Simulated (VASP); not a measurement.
Write the native input for VASP 6.6.1 that does the following.

* Task: single point
* Functional: PBEsol
* Potentials or basis: VASP PAW PBE potentials, release 64 (Sc_sv, Zn)
* Cutoff: 520 eV
* k mesh: 10 × 10 × 10
* Occupations: methfessel-paxton, width 0.15 eV
* Spin: no spin polarisation
* Dipole correction: no
* Further INCAR settings: ALGO = Normal; EDIFF = 1e-06; NBANDS = 18

The structure of ScZn lies in POSCAR:

```
ScZn
1.0
    3.3500000000      0.0000000000      0.0000000000
    0.0000000000      3.3500000000      0.0000000000
    0.0000000000      0.0000000000      3.3500000000
Sc Zn
1 1
Direct
   -0.0059701493      0.0000000000      0.0000000000
    0.5000000000      0.5000000000      0.5000000000
```

The input as run:

INCAR

```
SYSTEM = ScZn
PREC = Accurate
ENCUT = 520
EDIFF = 1E-6
ISMEAR = 1
SIGMA = 0.15
LREAL = .False.
LASPH = .True.
NELM = 100
ALGO = Normal
ISIF = 2
LWAVE = .False.
LCHARG = .True.
GGA = PS
LELF = .True.
LVHAR = .True.
NBANDS = 18
```

KPOINTS

```
regular mesh
0
Gamma
  10 10 10
  0 0 0
```

Potentials or basis: VASP PAW PBE potentials, release 64 (Sc_sv, Zn).

Launch:

```sh
$ cat potpaw_PBE.64/Sc_sv/POTCAR potpaw_PBE.64/Zn/POTCAR > POTCAR
$ mpirun -np 1 vasp_std > vasp.out
```

Results of the run:

```
Pressure      : -3.1 GPa
Largest force : 0.069 eV/Å
```

Caveat: the PAW data sets were made with another functional, which shifts forces and pressure a little.

Wall time 34 s on 1 thread of AMD EPYC 9R45 96-Core Processor (Zen 5) (shared host), peak memory 0.19 GiB.
